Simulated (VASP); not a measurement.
# Ga2O3 in VASP: single point with PBE

Aim: the single point of Ga2O3 with PBE.

All numbers are computed with VASP 6.6.1; they aren't measurements. Logs are shortened: lines on timing, memory, paths and dates and some standing lists are left out, and cuts for length are marked.

### Step 1. The cell of the first run

The typed cell holds 10 atoms: a = 6.416 Å, b = 6.416 Å, c = 5.877 Å, α = 103.29°, β = 103.29°, γ = 27.81°.

### Step 2. Single point, PBE

The input, INCAR:

```
SYSTEM = Ga2O3
  ALGO = Normal
  EDIFF = 1E-6
  ENCUT = 520
  GGA = PE
  ISIF = 2
  ISMEAR = 0
  LASPH = .True.
  LCHARG = .False.
  LREAL = .False.
  LWAVE = .False.
  NBANDS = 55
  NELM = 60
  PREC = Accurate
  SIGMA = 0.05
```

The input, KPOINTS:

```
k-points
0
Gamma
  8 8 4
  0 0 0
```

The input, POSCAR:

```
Ga2O3
1.0
    6.2277122357     -1.5417670788      0.0119648961
    6.2276971860      1.5417067293      0.0120237975
   -1.4023243151      0.0001158749      5.7072158440
Ga O
4 6
Direct
    0.0898817246      0.0898872002      0.7946976713
    0.9101171829      0.9101140147      0.2052990792
    0.6585413398      0.6584824884      0.3141442046
    0.3414642495      0.3415109087      0.6858529367
    0.1635165798      0.1634972383      0.1091609487
    0.8364847191      0.8365001013      0.8908392644
    0.1736807176      0.1737097578      0.5643393818
    0.8263145545      0.8262967418      0.4356593743
    0.4960525630      0.4960536176      0.2566881925
    0.5039463692      0.5039479311      0.7433189463
```

Potentials or basis: VASP PAW PBE potentials, release 64 (Ga_d, O).

The run is started by

```bash
> cat potpaw_PBE.64/Ga_d/POTCAR potpaw_PBE.64/O/POTCAR > POTCAR
> mpirun -np 1 vasp_std > vasp.out
```

OUTCAR:

```text
SYSTEM = Ga2O3
   EDIFF = 1E-6
   ENCUT = 520
   GGA = PE
   ISIF = 2
   ISMEAR = 0
   LASPH = .True.
   LREAL = .False.
   NELM = 60
   PREC = Accurate

 ion  position               nearest neighbor table
   1  0.090  0.090  0.795-   5 1.86  10 1.86  10 1.86   7 1.90
   2  0.910  0.910  0.205-   6 1.86   9 1.86   9 1.86   8 1.90
   3  0.659  0.658  0.314-   5 1.97   5 1.97   9 1.97   8 2.04   7 2.11   7 2.11
   4  0.341  0.342  0.686-   6 1.97   6 1.97  10 1.97   7 2.04   8 2.11   8 2.11
   5  0.164  0.163  0.109-   1 1.86   3 1.97   3 1.97
   6  0.836  0.837  0.891-   2 1.86   4 1.97   4 1.97
   7  0.174  0.174  0.564-   1 1.90   4 2.04   3 2.11   3 2.11
   8  0.826  0.826  0.436-   2 1.90   3 2.04   4 2.11   4 2.11
   9  0.496  0.496  0.257-   2 1.86   2 1.86   3 1.97
  10  0.504  0.504  0.743-   1 1.86   1 1.86   4 1.97

  LATTYP: Found a base centered monoclinic cell.
 ALAT       =    12.4554325225
 B/A-ratio  =     0.2475605567
 C/A-ratio  =     0.9996118713
 COS(beta)  =    -0.8886402486

  Lattice vectors:

 A1 = (  -6.2277122357,   1.5417670788,  -0.0119648961)
 A2 = (  -6.2276971860,  -1.5417067293,  -0.0120237975)
 A3 = (  11.0530851066,   0.0000555254,   5.7312045376)

Analysis of symmetry for initial positions (statically):
=====================================================================
 Subroutine PRICEL returns:
 Original cell was already a primitive cell.

 Routine SETGRP: Setting up the symmetry group for a
 base centered monoclinic supercell.

 Subroutine GETGRP returns: Found  2 space group operations
 (whereof  2 operations were pure point group operations)
 out of a pool of  4 trial point group operations.

The static configuration has the point symmetry S_2 .

Analysis of symmetry for dynamics (positions and initial velocities):
=====================================================================
 Subroutine PRICEL returns:
 Original cell was already a primitive cell.

 Routine SETGRP: Setting up the symmetry group for a
 base centered monoclinic supercell.

 Subroutine GETGRP returns: Found  2 space group operations
 (whereof  2 operations were pure point group operations)
 out of a pool of  4 trial point group operations.

The dynamic configuration has the point symmetry S_2 .

 Subroutine INISYM returns: Found  2 space group operations
 (whereof  2 operations are pure point group operations),
 and found     1 'primitive' translations

----------------------------------------------------------------------------------------

                                     Primitive cell

  volume of cell :     109.6473

  direct lattice vectors                    reciprocal lattice vectors
     6.227712236 -1.541767079  0.011964896     0.080246842 -0.324309534  0.019724097
     6.227697186  1.541706729  0.012023798     0.080250009  0.324309564  0.019711706
    -1.402324315  0.000115875  5.707215844    -0.000337302 -0.000003347  0.175133904

  length of vectors
     6.415729777  6.415700776  5.876974237     0.334671883  0.334671942  0.175134229

  position of ions in fractional coordinates (direct lattice)
     0.089881725  0.089887200  0.794697671
     0.910117183  0.910114015  0.205299079
     0.658541340  0.658482488  0.314144205
     0.341464249  0.341510909  0.685852937
     0.163516580  0.163497238  0.109160949
     0.836484719  0.836500101  0.890839264
     0.173680718  0.173709758  0.564339382
     0.826314555  0.826296742  0.435659374
     0.496052563  0.496053618  0.256688193
     0.503946369  0.503947931  0.743318946

  ion indices of the primitive-cell ions
   primitive index   ion index
                 1           1
                 2           2
                 3           3
                 4           4
                 5           5
                 6           6
                 7           7
                 8           8
                 9           9
                10          10

----------------------------------------------------------------------------------------

 KPOINTS: k-points

Automatic generation of k-mesh.
 Grid dimensions read from file:
 generate k-points for:    8    8    4

 Generating k-lattice:

  Cartesian coordinates                     Fractional coordinates (reciprocal lattice)
     0.010030855 -0.040538692  0.002465512     0.125000000 -0.000000000  0.000000000
     0.010031251  0.040538696  0.002463963    -0.000000000  0.125000000  0.000000000
    -0.000084325 -0.000000837  0.043783476     0.000000000 -0.000000000  0.250000000

  Length of vectors
     0.041833985  0.041833993  0.043783557

  Shift w.r.t. Gamma in fractional coordinates (k-lattice)
     0.000000000  0.000000000  0.000000000

 Subroutine IBZKPT returns following result:
 ===========================================

 Found    132 irreducible k-points:

 Following reciprocal coordinates:
            Coordinates               Weight
  0.000000  0.000000  0.000000      1.000000
  0.125000  0.000000  0.000000      2.000000
  0.250000  0.000000  0.000000      2.000000
  0.375000 -0.000000  0.000000      2.000000
  0.500000  0.000000  0.000000      1.000000
  0.000000  0.125000  0.000000      2.000000
[... 16 lines left out ...]
  0.125000  0.375000  0.000000      2.000000
  0.250000  0.375000  0.000000      2.000000
 [... further k-points ...]
   k-points           NKPTS =    132   k-points in BZ     NKDIM =    132   number of bands    NBANDS=     55
   number of dos      NEDOS =    301   number of ions     NIONS =     10
   total plane-waves  NPLWV = 110592
   dimension x,y,z NGX =    48 NGY =   48 NGZ =   48
   dimension x,y,z NGXF=    96 NGYF=   96 NGZF=   96
   ions per type =               4   6
   NGX,Y,Z   is equivalent  to a cutoff of  12.44, 12.44, 13.58 a.u.
   NGXF,Y,Z  is equivalent  to a cutoff of  24.88, 24.88, 27.16 a.u.
 SYSTEM =  Ga2O3
   PREC   = accura    normal or accurate (medium, high low for compatibility)
   ISTART =      0    job   : 0-new  1-cont  2-samecut
   ICHARG =      2    charge: 1-file 2-atom 10-const
   ISPIN  =      1    spin polarized calculation?
   LNONCOLLINEAR =      F non collinear calculations
   LSORBIT =      F    spin-orbit coupling
   LASPH  =      T    aspherical Exc in radial PAW
   ENCUT  =  520.0 eV  38.22 Ry    6.18 a.u.  11.93 11.93 10.93*2*pi/ulx,y,z
   NELM   =     60;   NELMIN=  2; NELMDL= -5     # of ELM steps
   EDIFF  = 0.1E-05   stopping-criterion for ELM
   LREAL  =      F    real-space projection
   EDIFFG = 0.1E-04   stopping-criterion for IOM
   NSW    =      0    number of steps for IOM
   IBRION =     -1    ionic relax: 0-MD 1-quasi-New 2-CG
   NFREE  =      0    steps in history (QN), initial steepest desc. (CG)
   ISIF   =      2    stress and relaxation
   ISYM   =      2    0-nonsym 1-usesym 2-fastsym
   POTIM  = 0.5000    time-step for ionic-motion
   TEBEG  =    0.0;   TEEND  =   0.0 temperature during run
   PSTRESS=    0.0 pullay stress
   NELECT =      88.0000    total number of electrons
   NUPDOWN=      -1.0000    fix difference up-down
   EMIN   =  10.00;   EMAX   =-10.00  energy-range for DOS
   EFERMI =   0.00;   METHOD = LEGACY
   ISMEAR =     0;   SIGMA  =   0.05  broadening in eV -4-tet -1-fermi 0-gaus
   EFERMI_NEDOS =   21; number of points for ismear=-14 and -15
   IALGO  =     38    algorithm
   IMIX   =      4    mixing-type and parameters
     AMIX     =   0.40;   BMIX     =  1.00
     AMIX_MAG =   1.60;   BMIX_MAG =  1.00
  volume/ion in A,a.u.               =      10.96        73.99
  Fermi-wavevector in a.u.,A,eV,Ry     =   1.521375  2.874983 31.491813  2.314583
  Thomas-Fermi vector in A             =   2.630099
   LORBIT       =      0    0 simple, 1 ext, 2 COOP (PROOUT), +10 PAW based schemes
   GGA     = PE    functional components
   LHFCALC =     F    Hartree Fock is set to
   AEXX    =    0.0000 exact exchange contribution
   IVDW    =     0    specifies the selected vdW correction
   LEPSILON=     F    determine dielectric tensor
   LRPA    =     F    only Hartree local field effects (RPA)
 non-spin polarized calculation
 Gauss-broadening in eV      SIGMA  =   0.05
  energy-cutoff  :      520.00
  volume of cell :      109.65
 maximum number of plane-waves:      2970
   NGX = 23   NGY = 23   NGZ = 21

 number of electron      87.9999987 magnetization

 Free energy of the ion-electron system (eV)
  ---------------------------------------------------
  ext. energy  EPLUGINS =         0.00000000
  ---------------------------------------------------
  free energy    TOTEN  =       -59.67800194 eV

  energy without entropy =      -59.67800194  energy(sigma->0) =      -59.67800194

 E-fermi :   3.7282     XC(G=0): -11.3735

 val. band max:        3.4339083092   @ k =   0.5000   0.3750   0.5000
 cond. band min:       5.4335100865   @ k =   0.0000   0.0000   0.0000
 fundamental gap:      1.9996017772
 Fermi energy:         3.7282149434

 k-point     1 :       0.0000    0.0000    0.0000
  band No.  band energies     occupation
      1     -15.1863      2.00000
      2     -14.1290      2.00000
      3     -14.0989      2.00000
      4     -13.9952      2.00000
      5     -13.5523      2.00000
      6     -13.5464      2.00000
[... 47 lines left out ...]
     54      15.4560      0.00000
     55      15.6448      0.00000

 k-point     2 :       0.1250    0.0000    0.0000
  band No.  band energies     occupation
      1     -15.0741      2.00000
      2     -14.1031      2.00000
      3     -14.0841      2.00000
      4     -13.9188      2.00000
      5     -13.5573      2.00000
      6     -13.5478      2.00000
[... 47 lines left out ...]
     54      14.5668      0.00000
     55      14.8307      0.00000
[... 1216 lines left out ...]
     54      13.9959      0.00000
     55      14.7530      0.00000

 k-point    24 :       0.2500    0.3750    0.0000
  band No.  band energies     occupation
      1     -14.9277      2.00000
      2     -14.4298      2.00000
      3     -14.0718      2.00000
      4     -13.7657      2.00000
      5     -13.5639      2.00000
      6     -13.5482      2.00000
[... 47 lines left out ...]
     54      14.2952      0.00000
     55      15.3488      0.00000

 [... further k-points ...]

------------------------ aborting loop because EDIFF is reached ----------------------------------------

  FORCE on cell =-STRESS in cart. coord.  units (eV):
  Direction    XX          YY          ZZ          XY          YZ          ZX
  --------------------------------------------------------------------------------------
  -------------------------------------------------------------------------------------
  Total        0.3466824      0.4409901      0.3596711      0.0002055     -0.0008434      0.0137161
  in kB        5.0657564      6.4437903      5.2555489      0.0030024     -0.0123240      0.2004213
  external PRESSURE =       5.5883652 kB  Pullay stress =       0.0000000 kB

 VOLUME and BASIS-vectors are now :
 -----------------------------------------------------------------------------
  energy-cutoff  :      520.00
  volume of cell :      109.65
      direct lattice vectors                 reciprocal lattice vectors
     6.227712236 -1.541767079  0.011964896     0.080246842 -0.324309534  0.019724097
     6.227697186  1.541706729  0.012023798     0.080250009  0.324309564  0.019711706
    -1.402324315  0.000115875  5.707215844    -0.000337302 -0.000003347  0.175133904

 POSITION                                       TOTAL-FORCE (eV/Angst)
 -----------------------------------------------------------------------------------
      0.00512      0.00010      4.53767         0.002979     -0.000126      0.005900
     11.04797     -0.00004      1.19352        -0.002979      0.000126     -0.005900
      7.76150     -0.00009      1.80869        -0.008575      0.000385     -0.001958
      3.29158      0.00013      3.92250         0.008575     -0.000385      0.001958
      1.88347     -0.00003      0.62693         0.019559     -0.000083     -0.016343
      9.16961      0.00008      5.10428        -0.019559      0.000083      0.016343
      1.37206      0.00010      3.22497        -0.009084     -0.000263     -0.001654
      9.68104     -0.00003      2.50622         0.009084      0.000263      0.001654
      5.81858      0.00000      1.47687         0.001665     -0.000229      0.005927
      5.23449      0.00006      4.25437        -0.001665      0.000229     -0.005927
 -----------------------------------------------------------------------------------
    total drift:                                0.009229     -0.016828     -0.046082

  FREE ENERGIE OF THE ION-ELECTRON SYSTEM (eV)
  ---------------------------------------------------
  free  energy   TOTEN  =       -59.6780019373 eV

  energy  without entropy=      -59.6780019373  energy(sigma->0) =      -59.67800194
```

Wall time 38 min (1 thread of Oxide Virtual Turin-like, shared host); peak memory 0.68 GiB.

Results:

```yaml
Free_energy: -59.6780 eV
Pressure: 0.6 GPa
Largest_force: 0.025 eV/Å
Band_gap_on_the_k_mesh: 2.00 eV (least direct gap 2.02 eV)
```

Forces on the atoms (eV/Å):
```
Ga   0.003  0.000  0.006
Ga  -0.003  0.000 -0.006
Ga  -0.009  0.000 -0.002
Ga   0.009  0.000  0.002
O    0.020  0.000 -0.016
O   -0.020  0.000  0.016
O   -0.009  0.000 -0.002
O    0.009  0.000  0.002
O    0.002  0.000  0.006
O   -0.002  0.000 -0.006
```

Levels at points of the mesh, in eV from the valence-band top:
| k point | band 42 | band 43 | band 44 | band 45 | band 46 | band 47 |
| --- | --- | --- | --- | --- | --- | --- |
| (0.00, 0.00, 0.00) | -0.46 | -0.28 | -0.02 | 2.00 | 5.36 | 6.28 |
| (0.50, 0.00, 0.00) | -0.69 | -0.47 | -0.09 | 5.34 | 6.14 | 6.81 |
| (0.00, 0.50, 0.00) | -0.69 | -0.47 | -0.09 | 5.34 | 6.14 | 6.81 |
| (0.50, 0.50, 0.00) | -0.67 | -0.42 | -0.13 | 4.18 | 4.41 | 5.62 |
| (0.00, 0.00, 0.50) | -0.59 | -0.53 | -0.29 | 4.35 | 4.55 | 6.28 |
| (0.50, 0.00, 0.50) | -0.97 | -0.69 | -0.61 | 6.46 | 6.52 | 7.45 |
| (0.00, 0.50, 0.50) | -0.97 | -0.69 | -0.61 | 6.46 | 6.52 | 7.45 |
| (0.50, 0.50, 0.50) | -0.63 | -0.58 | -0.01 | 4.75 | 4.97 | 5.81 |

A k mesh can miss the band edges.
